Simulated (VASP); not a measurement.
The system is AlFe.

```xyz
4
Lattice="2.9100 0.0000 0.0000 0.0000 5.8200 0.0000 0.0000 0.0000 2.9100" Properties=species:S:1:pos:R:3 pbc="T T T"
Al    0.0000    0.0000    0.0000
Al    0.0000    2.9100    0.0000
Fe    1.4550    1.4550    1.4550
Fe    1.4550    4.3650    1.4550
```

Base run:

| Quantity | Value |
| --- | --- |
| Program | VASP 6.6.1 |
| Functional | PBE |
| Dispersion | D4 |
| Potentials or basis | VASP PAW PBE potentials, release 64 (Al, Fe) |
| Cutoff | 520 eV |
| k mesh | 10 × 5 × 10 |
| Occupations | methfessel-paxton, width 0.1 eV |
| Spin | collinear spin, ferromagnetic start |
| Starting moments | [0.0, 0.0, 3.5, 3.5] μB |

Its results: pressure -10.7 GPa.

Q: The run is repeated on the same cell with these changes: spin from collinear spin, ferromagnetic start to no spin polarisation; further incar settings from ALGO = Normal; EDIFF = 1e-06; NBANDS = 23 to ALGO = Normal; EDIFF = 1e-06; NBANDS = 19. What comes out?

A: Pressure -11.9 GPa.

Caveats: pairwise dispersion overbinds metals, which lowers pressure and volume.
